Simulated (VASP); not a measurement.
# InSb (Pmmn) in VASP: further runs, part 2 of 2

VASP 6.6.1. Earlier steps stand in the parts before.

## Step 3: Electric field gradients, LDA

INCAR reads:

```
PREC = Accurate ; ENCUT = 520
EDIFF = 1E-8 ; ISMEAR = -1
SIGMA = 0.05 ; LREAL = F
LASPH = T ; NELM = 80
ALGO = Normal ; ISIF = 2
LWAVE = F ; LCHARG = F
LEFG = T ; NBANDS = 26
```

KPOINTS reads:

```
Automatic mesh
0
Gamma
  9 8 15
```

POSCAR reads:

```
InSb
1.0
    5.3570000000      0.0000000000      0.0000000000
    0.0000000000      5.7120000000      0.0000000000
    0.0000000000      0.0000000000      3.0630000000
In Sb
2 2
Direct
    0.0000000000      0.0000000000      0.1722389182
    0.5000000000      0.5000000000     -0.1722389182
    0.5000000000      0.0000000000      0.7149606498
    0.0000000000      0.5000000000      0.2850393502
```

Potentials or basis: VASP PAW LDA potentials, release 64 (In_d, Sb).

The run is started by

```
$ cat potpaw_LDA.64/In_d/POTCAR potpaw_LDA.64/Sb/POTCAR > POTCAR
$ mpirun -np 1 vasp_std > vasp.out
```

OUTCAR:

```text
PREC = Accurate
   ENCUT = 520
   EDIFF = 1E-8
   ISMEAR = -1
   LREAL = F
   LASPH = T
   NELM = 80
   ISIF = 2

 ion  position               nearest neighbor table
   1  0.000  0.000  0.172-   4 2.88   4 2.88   3 3.02   3 3.02   3 3.15   3 3.15
   2  0.500  0.500  0.828-   3 2.88   3 2.88   4 3.02   4 3.02   4 3.15   4 3.15
   3  0.500  0.000  0.715-   2 2.88   2 2.88   1 3.02   1 3.02   1 3.15   1 3.15
   4  0.000  0.500  0.285-   1 2.88   1 2.88   2 3.02   2 3.02   2 3.15   2 3.15

  LATTYP: Found a simple orthorhombic cell.
 ALAT       =     3.0630000000
 B/A-ratio  =     1.7489389487
 C/A-ratio  =     1.8648383937

  Lattice vectors:

[... 925 lines left out ...]
 ion       V_xx      V_yy      V_zz      V_xy      V_xz      V_yz
---------------------------------------------------------------------
   1      38.062   -57.774    19.712     0.000     0.000    -0.000
   2      38.062   -57.774    19.712     0.000     0.000     0.000
   3      -1.744  -113.142   114.886     0.000    -0.000     0.000
   4      -1.744  -113.142   114.886     0.000     0.000    -0.000
---------------------------------------------------------------------

 Electric field gradients after diagonalization (V/A^2)
 (convention: |V_zz| > |V_xx| > |V_yy|)
----------------------------------------------------------------------
 ion       V_xx      V_yy      V_zz     asymmetry (V_yy - V_xx)/ V_zz
----------------------------------------------------------------------
   1      38.062    19.712   -57.774       0.318
   2      38.062    19.712   -57.774       0.318
   3    -113.142    -1.744   114.886       0.970
   4    -113.142    -1.744   114.886       0.970
----------------------------------------------------------------------

           NMR quadrupolar parameters

 Cq : quadrupolar parameter    Cq=e*Q*V_zz/h
 eta: asymmetry parameters     (V_yy - V_xx)/ V_zz
 Q  : nuclear electric quadrupole moment in mb (millibarn)
----------------------------------------------------------------------
 ion       Cq(MHz)       eta       Q (mb)
----------------------------------------------------------------------
   1      -0.140       0.318       1.000
   2      -0.140       0.318       1.000
   3       0.278       0.970       1.000
   4       0.278       0.970       1.000
----------------------------------------------------------------------
```

OSZICAR:

```text
N       E                     dE             d eps       ncg     rms          rms(c)
DAV:   1     0.290968127883E+03    0.29097E+03   -0.15134E+04 10400   0.158E+03
DAV:   2     0.904853161800E+01   -0.28192E+03   -0.27498E+03 10838   0.376E+02
DAV:   3    -0.151709877903E+02   -0.24220E+02   -0.23783E+02 13158   0.125E+02
DAV:   4    -0.160205880362E+02   -0.84960E+00   -0.84633E+00 12306   0.243E+01
DAV:   5    -0.160640285927E+02   -0.43441E-01   -0.43435E-01 16162   0.524E+00    0.643E+00
DAV:   6    -0.159436323263E+02    0.12040E+00   -0.20336E-01 14336   0.716E+00    0.349E+00
DAV:   7    -0.159176326615E+02    0.26000E-01   -0.73063E-02 14790   0.305E+00    0.652E-01
DAV:   8    -0.159153052535E+02    0.23274E-02   -0.93060E-03 13892   0.123E+00    0.375E-01
DAV:   9    -0.159150483275E+02    0.25693E-03   -0.71836E-04 13218   0.166E-01    0.979E-02
DAV:  10    -0.159150444370E+02    0.38905E-05   -0.30128E-05 14276   0.526E-02    0.343E-02
DAV:  11    -0.159150441745E+02    0.26255E-06   -0.39869E-06 13852   0.218E-02    0.129E-02
DAV:  12    -0.159150440600E+02    0.11442E-06   -0.32259E-07 13176   0.526E-03    0.281E-03
DAV:  13    -0.159150440622E+02   -0.21405E-08   -0.43243E-08 11500   0.227E-03
   1 F= -.15915044E+02 E0= -.15907987E+02  d E =-.141133E-01
```

stdout:

```text
POSCAR found type information on POSCAR InSb
 POSCAR found :  2 types and       4 ions
 scaLAPACK will be used
 LDA part: xc-table for (Slater(with rela. corr.)+CA(PZ))
 , standard interpolation
 POSCAR, INCAR and KPOINTS ok, starting setup
 FFT: planning ... GRIDC
 FFT: planning ... GRID_SOFT
 FFT: planning ... GRID
 WAVECAR not read
 entering main loop
ion   1

ion   2

ion   3

ion   4
```

Run time: 7.8 min. Hardware: 1 thread of Intel Xeon 8259CL, shared host; peak memory 0.49 GiB.

Results:

```yaml
Free_energy: -15.9150 eV
Pressure: 7.8 GPa
Largest_force: 0.050 eV/Å
Band_gap_on_the_k_mesh: zero (band 18 reaches 11.22 eV, above the bottom of band 19 at 7.47 eV)
```

Forces in eV/Å, atoms in the order of the input:
```
In   0.000  0.000  0.015
In   0.000  0.000 -0.015
Sb   0.000  0.000  0.050
Sb   0.000  0.000 -0.050
```

Electric field gradients, principal values (V/Å²):
| atom | least | middle | greatest (by size) |
| --- | --- | --- | --- |
| 1 In | 19.712 | 38.062 | -57.774 |
| 2 In | 19.712 | 38.062 | -57.774 |
| 3 Sb | -1.744 | -113.142 | 114.886 |
| 4 Sb | -1.744 | -113.142 | 114.886 |

Caveat: without QUAD_EFG the Cq values of the log hold for a quadrupole moment of 1 mb, not for the nuclei; spin-orbit coupling is left out, which moves the levels of the heavy elements.
